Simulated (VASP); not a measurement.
Here is a VASP 6.6.1 calculation.

Contents of INCAR:

```
PREC = Accurate ; ENCUT = 520
EDIFF = 1E-7 ; ISMEAR = 0
SIGMA = 0.15 ; LREAL = F
LASPH = T ; NELM = 100
ALGO = Fast ; ISIF = 2
LWAVE = F ; LCHARG = F
GGA = PS ; NBANDS = 18
```

Contents of KPOINTS:

```
Automatic mesh
0
Gamma
  14 14 14
```

The input POSCAR:

```
YZn
1.0
    0.0000000000      2.9629870000      2.9629870000
    2.9629870000      0.0000000000      2.9629870000
    2.9629870000      2.9629870000      0.0000000000
Y Zn
1 1
Direct
    0.0000000000      0.0000000000      0.0000000000
    0.4915625684      0.4915625684      0.5084374316
```

Potentials or basis: VASP PAW PBE potentials, release 64 (Y_sv, Zn).

Command:

```sh
$ cat potpaw_PBE.64/Y_sv/POTCAR potpaw_PBE.64/Zn/POTCAR > POTCAR
$ mpirun -np 1 vasp_std > vasp.out
```

Q: What does it give for the largest force?

A: 0.147 eV/Å.

Q: What does it give for the pressure?

A: -2.5 GPa.

Stress tensor (GPa, compression positive):
```
-2.57  0.00  0.00
 0.00 -2.57  0.00
 0.00  0.00 -2.41
```

Caveat: the cell differs from its parent crystal (all Zn atoms moved -0.050 Å, as atom 2 along Cartesian [0 0 1]); the PAW data sets were made with another functional, which shifts forces and pressure a little.
